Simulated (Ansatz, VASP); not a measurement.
## Two plane-wave programs on AlGaN2

```
CELL_PARAMETERS angstrom
3.14088 0.00000 0.00000
0.00000 3.14088 0.00000
0.00000 0.00000 4.42384
ATOMIC_POSITIONS crystal
Al 0.50000 0.50000 0.50000
Ga 0.00000 0.00000 0.00000
N 0.50000 0.00000 0.75183
N 0.00000 0.50000 0.24817
```

Change from the starting cell: mode 12 (706.6 1/cm) frozen in, largest displacement -0.060 Å.

Alike in both runs: task single point; functional r2SCAN; k mesh 8 × 8 × 6; occupations gaussian, width 0.05 eV; no spin polarisation.

|  | VASP | Ansatz |
| --- | --- | --- |
| version | VASP 6.6.1 | Ansatz 0.2.0 |
| potentials or method | VASP PAW PBE potentials, release 64 (Al, Ga_d, N), cutoff 520 eV | scalar-relativistic, plane waves, PAW |
| valence electrons in the cell | 26 | 26 |

|  | VASP | Ansatz | Ansatz less VASP |
| --- | --- | --- | --- |
| gap on the k mesh at the Fermi level (eV) | 3.39 | 3.38 | -0.009 |
| least direct gap on the mesh (eV) | 3.39 | 3.38 | -0.009 |
| pressure (GPa) | 0.6 | 0.2 | -0.37 |
| traceless stress, the component that is largest in VASP (GPa) | 0.12 | 0.11 | -0.007 |
| rms of the force components (eV/Å) | 0.636 | 0.596 | -0.0406 |

VASP's potentials were made for PBE, not for r2SCAN. Atom by atom the forces differ by 0.041 eV/Å (rms over components).
